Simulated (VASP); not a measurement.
# Cu (Fd-3m) in VASP: single point with PBEsol

Aim: the single point of Cu with PBEsol.

All numbers are computed with VASP 6.6.1; they aren't measurements. Logs are shortened: lines on timing, memory, paths and dates and some standing lists are left out, and cuts for length are marked.

**1. The cell of the first run**

It takes space group Fd-3m (No. 227, cubic). Conventional cell: a = 5.231 Å, b = 5.231 Å, c = 5.231 Å, α = 90.00°, β = 90.00°, γ = 90.00°. Within 3.0 Å of Cu (site symmetry -43m) lie 4 Cu at 2.27 Å.

This isn't the form of Cu at room conditions, which is fcc.

**2. Single point, PBEsol**

The input, INCAR:

```
ALGO = Normal
EDIFF = 1E-6
ENCUT = 820
GGA = PS
GGA_COMPAT = F
ISIF = 2
ISMEAR = -1
LASPH = T
LCHARG = F
LREAL = F
LWAVE = F
NBANDS = 26
NELM = 120
PREC = Accurate
SIGMA = 0.1
```

The input, KPOINTS:

```
k-points
0
Gamma
  15 15 15
```

The input, POSCAR:

```
Cu
1.0
    0.0000000000      2.6154514555      2.6154514555
    2.6154514555      0.0000000000      2.6154514555
    2.6154514555      2.6154514555      0.0000000000
Cu
2
Direct
    0.0000000000      0.0000000000      0.0000000000
    0.2500000000      0.2500000000      0.2500000000
```

Potentials or basis: VASP PAW PBE potentials, release 64 (Cu_sv_GW).

Launch:

```
$ cat potpaw_PBE.64/Cu_sv_GW/POTCAR > POTCAR
$ mpirun -np 1 vasp_std > vasp.out
```

OUTCAR:

```text
EDIFF = 1E-6
   ENCUT = 820
   GGA = PS
   ISIF = 2
   ISMEAR = -1
   LASPH = T
   LREAL = F
   NELM = 120
   PREC = Accurate

 ion  position               nearest neighbor table
   1  0.000  0.000  0.000-   2 2.27   2 2.27   2 2.27   2 2.27
   2  0.250  0.250  0.250-   1 2.27   1 2.27   1 2.27   1 2.27

  LATTYP: Found a face centered cubic cell.
 ALAT       =     5.2309029110

  Lattice vectors:

 A1 = (   0.0000000000,   2.6154514555,   2.6154514555)
 A2 = (   2.6154514555,   0.0000000000,   2.6154514555)
 A3 = (   2.6154514555,   2.6154514555,   0.0000000000)

Analysis of symmetry for initial positions (statically):
=====================================================================
 Subroutine PRICEL returns:
 Original cell was already a primitive cell.

 Routine SETGRP: Setting up the symmetry group for a
 face centered cubic supercell.

 Subroutine GETGRP returns: Found 48 space group operations
 (whereof 24 operations were pure point group operations)
 out of a pool of 48 trial point group operations.

The static configuration has the point symmetry T_d .
 The point group associated with its full space group is O_h .

Analysis of symmetry for dynamics (positions and initial velocities):
=====================================================================
 Subroutine PRICEL returns:
 Original cell was already a primitive cell.

 Routine SETGRP: Setting up the symmetry group for a
 face centered cubic supercell.

 Subroutine GETGRP returns: Found 48 space group operations
 (whereof 24 operations were pure point group operations)
 out of a pool of 48 trial point group operations.

The dynamic configuration has the point symmetry T_d .
 The point group associated with its full space group is O_h .

 Subroutine INISYM returns: Found 48 space group operations
 (whereof 24 operations are pure point group operations),
 and found     1 'primitive' translations

----------------------------------------------------------------------------------------

                                     Primitive cell

  volume of cell :      35.7824

  direct lattice vectors                    reciprocal lattice vectors
     0.000000000  2.615451456  2.615451456    -0.191171585  0.191171585  0.191171585
     2.615451456  0.000000000  2.615451456     0.191171585 -0.191171585  0.191171585
     2.615451456  2.615451456  0.000000000     0.191171585  0.191171585 -0.191171585

  length of vectors
     3.698806920  3.698806920  3.698806920     0.331118898  0.331118898  0.331118898

  position of ions in fractional coordinates (direct lattice)
     0.000000000  0.000000000  0.000000000
     0.250000000  0.250000000  0.250000000

  ion indices of the primitive-cell ions
   primitive index   ion index
                 1           1
                 2           2

----------------------------------------------------------------------------------------

 KPOINTS: k-points

Automatic generation of k-mesh.
 Grid dimensions read from file:
 generate k-points for:   15   15   15

 Generating k-lattice:

  Cartesian coordinates                     Fractional coordinates (reciprocal lattice)
    -0.012744772  0.012744772  0.012744772     0.066666667  0.000000000  0.000000000
     0.012744772 -0.012744772  0.012744772     0.000000000  0.066666667  0.000000000
     0.012744772  0.012744772 -0.012744772     0.000000000  0.000000000  0.066666667

  Length of vectors
     0.022074593  0.022074593  0.022074593

  Shift w.r.t. Gamma in fractional coordinates (k-lattice)
     0.000000000  0.000000000  0.000000000

 Subroutine IBZKPT returns following result:
 ===========================================

 Found    120 irreducible k-points:

 Following reciprocal coordinates:
            Coordinates               Weight
  0.000000  0.000000  0.000000      1.000000
  0.066667  0.000000  0.000000      8.000000
  0.133333  0.000000  0.000000      8.000000
  0.200000  0.000000  0.000000      8.000000
  0.266667  0.000000  0.000000      8.000000
  0.333333  0.000000  0.000000      8.000000
[... 16 lines left out ...]
  0.133333  0.133333  0.000000      6.000000
  0.200000  0.133333  0.000000     24.000000
 [... further k-points ...]
   k-points           NKPTS =    120   k-points in BZ     NKDIM =    120   number of bands    NBANDS=     26
   number of dos      NEDOS =    301   number of ions     NIONS =      2
   total plane-waves  NPLWV =  46656
   dimension x,y,z NGX =    36 NGY =   36 NGZ =   36
   dimension x,y,z NGXF=    72 NGYF=   72 NGZF=   72
   ions per type =               2
   NGX,Y,Z   is equivalent  to a cutoff of  16.18, 16.18, 16.18 a.u.
   NGXF,Y,Z  is equivalent  to a cutoff of  32.36, 32.36, 32.36 a.u.
 SYSTEM =  unknown system
   PREC   = accura    normal or accurate (medium, high low for compatibility)
   ISTART =      0    job   : 0-new  1-cont  2-samecut
   ICHARG =      2    charge: 1-file 2-atom 10-const
   ISPIN  =      1    spin polarized calculation?
   LNONCOLLINEAR =      F non collinear calculations
   LSORBIT =      F    spin-orbit coupling
   LASPH  =      T    aspherical Exc in radial PAW
   ENCUT  =  820.0 eV  60.27 Ry    7.76 a.u.   8.64  8.64  8.64*2*pi/ulx,y,z
   NELM   =    120;   NELMIN=  2; NELMDL= -5     # of ELM steps
   EDIFF  = 0.1E-05   stopping-criterion for ELM
   LREAL  =      F    real-space projection
   EDIFFG = 0.1E-04   stopping-criterion for IOM
   NSW    =      0    number of steps for IOM
   IBRION =     -1    ionic relax: 0-MD 1-quasi-New 2-CG
   NFREE  =      0    steps in history (QN), initial steepest desc. (CG)
   ISIF   =      2    stress and relaxation
   ISYM   =      2    0-nonsym 1-usesym 2-fastsym
   POTIM  = 0.5000    time-step for ionic-motion
   TEBEG  =    0.0;   TEEND  =   0.0 temperature during run
   PSTRESS=    0.0 pullay stress
   NELECT =      38.0000    total number of electrons
   NUPDOWN=      -1.0000    fix difference up-down
   EMIN   =  10.00;   EMAX   =-10.00  energy-range for DOS
   EFERMI =   0.00;   METHOD = LEGACY
   ISMEAR =    -1;   SIGMA  =   0.10  broadening in eV -4-tet -1-fermi 0-gaus
   EFERMI_NEDOS =   21; number of points for ismear=-14 and -15
   IALGO  =     38    algorithm
   IMIX   =      4    mixing-type and parameters
     AMIX     =   0.40;   BMIX     =  1.00
     AMIX_MAG =   1.60;   BMIX_MAG =  1.00
  volume/ion in A,a.u.               =      17.89       120.74
  Fermi-wavevector in a.u.,A,eV,Ry     =   1.670242  3.156299 37.956281  2.789708
  Thomas-Fermi vector in A             =   2.755774
   LORBIT       =      0    0 simple, 1 ext, 2 COOP (PROOUT), +10 PAW based schemes
   GGA     = PS    functional components
   LHFCALC =     F    Hartree Fock is set to
   AEXX    =    0.0000 exact exchange contribution
   IVDW    =     0    specifies the selected vdW correction
   LEPSILON=     F    determine dielectric tensor
   LRPA    =     F    only Hartree local field effects (RPA)
 non-spin polarized calculation
  energy-cutoff  :      820.00
  volume of cell :       35.78
 maximum number of plane-waves:      1932
   NGX = 17   NGY = 17   NGZ = 17

 number of electron      38.0000015 magnetization

 Free energy of the ion-electron system (eV)
  ---------------------------------------------------
  ext. energy  EPLUGINS =         0.00000000
  ---------------------------------------------------
  free energy    TOTEN  =        -6.38664566 eV

  energy without entropy =       -6.36072903  energy(sigma->0) =       -6.37368735

 E-fermi :   3.1294     XC(G=0): -10.8252

 val. band max:        3.1052405286   @ k =  -0.4000   0.4000   0.0667
 cond. band min:       3.1612593698   @ k =  -0.4000   0.3333   0.0000
 fundamental gap:      0.0560188412
 Fermi energy:         3.1293649469

 k-point     1 :       0.0000    0.0000    0.0000
  band No.  band energies     occupation
      1    -108.7208      2.00000
      2    -108.6719      2.00000
      3     -66.2941      2.00000
      4     -66.2941      2.00000
      5     -66.2941      2.00000
      6     -66.1770      2.00000
[... 18 lines left out ...]
     25      14.1669      0.00000
     26      16.4599      0.00000

 k-point     2 :       0.0667    0.0000    0.0000
  band No.  band energies     occupation
      1    -108.7203      2.00000
      2    -108.6721      2.00000
      3     -66.2944      2.00000
      4     -66.2944      2.00000
      5     -66.2935      2.00000
      6     -66.1773      2.00000
[... 18 lines left out ...]
     25      14.7199      0.00000
     26      16.8864      0.00000

 k-point     3 :       0.1333    0.0000    0.0000
  band No.  band energies     occupation
      1    -108.7193      2.00000
      2    -108.6732      2.00000
      3     -66.2957      2.00000
      4     -66.2957      2.00000
      5     -66.2925      2.00000
      6     -66.1786      2.00000
[... 18 lines left out ...]
     25      15.3247      0.00000
     26      16.9557      0.00000

 k-point     4 :       0.2000    0.0000    0.0000
  band No.  band energies     occupation
      1    -108.7176      2.00000
      2    -108.6751      2.00000
      3     -66.2975      2.00000
      4     -66.2975      2.00000
      5     -66.2912      2.00000
      6     -66.1804      2.00000
[... 18 lines left out ...]
     25      15.6631      0.00000
     26      16.6914      0.00000
[... 496 lines left out ...]
      1    -108.7197      2.00000
      2    -108.6727      2.00000
      3     -66.2960      2.00000
      4     -66.2948      2.00000
      5     -66.2924      2.00000
      6     -66.1786      2.00000
[... 18 lines left out ...]
     25      15.3751      0.00000
     26      16.7222      0.00000

 k-point    23 :       0.1333    0.1333    0.0000
  band No.  band energies     occupation
      1    -108.7187      2.00000
      2    -108.6738      2.00000
      3     -66.2978      2.00000
      4     -66.2978      2.00000
      5     -66.2888      2.00000
      6     -66.1823      2.00000
[... 18 lines left out ...]
     25      16.9544      0.00000
     26      17.0050      0.00000

 k-point    24 :       0.2000    0.1333    0.0000
  band No.  band energies     occupation
      1    -108.7174      2.00000
      2    -108.6752      2.00000
      3     -66.2997      2.00000
      4     -66.2996      2.00000
      5     -66.2864      2.00000
      6     -66.1851      2.00000
[... 18 lines left out ...]
     25      17.3131      0.00000
     26      19.3157      0.00000

 [... further k-points ...]

------------------------ aborting loop because EDIFF is reached ----------------------------------------

  FORCE on cell =-STRESS in cart. coord.  units (eV):
  Direction    XX          YY          ZZ          XY          YZ          ZX
  --------------------------------------------------------------------------------------
  -------------------------------------------------------------------------------------
  Total       -0.2385362     -0.2385362     -0.2385362      0.0000000     -0.0000000      0.0000000
  in kB      -10.6805834    -10.6805834    -10.6805834      0.0000000     -0.0000000      0.0000000
  external PRESSURE =     -10.6805834 kB  Pullay stress =       0.0000000 kB

 VOLUME and BASIS-vectors are now :
 -----------------------------------------------------------------------------
  energy-cutoff  :      820.00
  volume of cell :       35.78
      direct lattice vectors                 reciprocal lattice vectors
     0.000000000  2.615451456  2.615451456    -0.191171585  0.191171585  0.191171585
     2.615451456  0.000000000  2.615451456     0.191171585 -0.191171585  0.191171585
     2.615451456  2.615451456  0.000000000     0.191171585  0.191171585 -0.191171585

 POSITION                                       TOTAL-FORCE (eV/Angst)
 -----------------------------------------------------------------------------------
      0.00000      0.00000      0.00000         0.000000      0.000000      0.000000
      1.30773      1.30773      1.30773        -0.000000     -0.000000     -0.000000
 -----------------------------------------------------------------------------------
    total drift:                                0.000000      0.000000      0.000000

  FREE ENERGIE OF THE ION-ELECTRON SYSTEM (eV)
  ---------------------------------------------------
  free  energy   TOTEN  =        -6.3866456645 eV

  energy  without entropy=       -6.3607290327  energy(sigma->0) =       -6.37368735
```

Run time: 3.6 min. Hardware: 1 thread of Intel Xeon Platinum 8259CL at 2.50GHz (Skylake/Cascade Lake), shared host; peak memory 0.36 GiB.

Results:

- Free energy: -6.3866 eV
- Pressure: -1.1 GPa
- Band gap on the k mesh: zero (bands 19 and 20 overlap by 0.77 eV)

Caveat: the PAW data sets were made with another functional, which shifts forces and pressure a little.

The gap in the log of VASP goes by the Fermi energy; the results here count the filled bands.